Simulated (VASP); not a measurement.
A run of VASP 6.6.1:

Contents of INCAR:

```
PREC = Accurate
ENCUT = 560
EDIFF = 1E-6
ISMEAR = 0
SIGMA = 0.1
LREAL = F
LASPH = T
NELM = 120
ALGO = Normal
ISIF = 2
LWAVE = F
LCHARG = F
GGA = PE
NBANDS = 53
GGA_COMPAT = F
```

File KPOINTS:

```
Automatic mesh
0
Gamma
  3 3 4
```

The input POSCAR:

```
GaRe2Sb3
1.0
    6.2312266000      0.0000000000      0.0000000000
   -3.1156133000      5.3964005400      0.0000000000
    0.0000000000      0.0000000000      5.0168448300
Ga Re Sb
1 2 3
Direct
    0.0000000000      0.0000000000      0.5000000000
    0.3333333300      0.6666666700      0.5000000000
    0.3333333300      0.6666666700      0.0000000000
    0.5126621200      0.4873378800      0.5000000000
    0.5126621200      0.0253242400      0.5000000000
    0.9746757600      0.4873378800      0.5000000000
```

Potentials or basis: VASP PAW PBE potentials, release 64 (Ga_d, Re_sv_GW, Sb_d_GW).

The run is started by

```console
$ cat potpaw_PBE.64/Ga_d/POTCAR potpaw_PBE.64/Re_sv_GW/POTCAR potpaw_PBE.64/Sb_d_GW/POTCAR > POTCAR
$ mpirun -np 1 vasp_std > vasp.out
```

Hardware: 1 thread of Intel(R) Xeon(R) Platinum 8488C (Sapphire Rapids), with other jobs on the host.

How long does it take, and how much memory?

Wall time 2.4 min on 1 thread of Intel(R) Xeon(R) Platinum 8488C (Sapphire Rapids) (shared host), peak memory 0.35 GiB. Counts: scf iterations 21, k points 9.
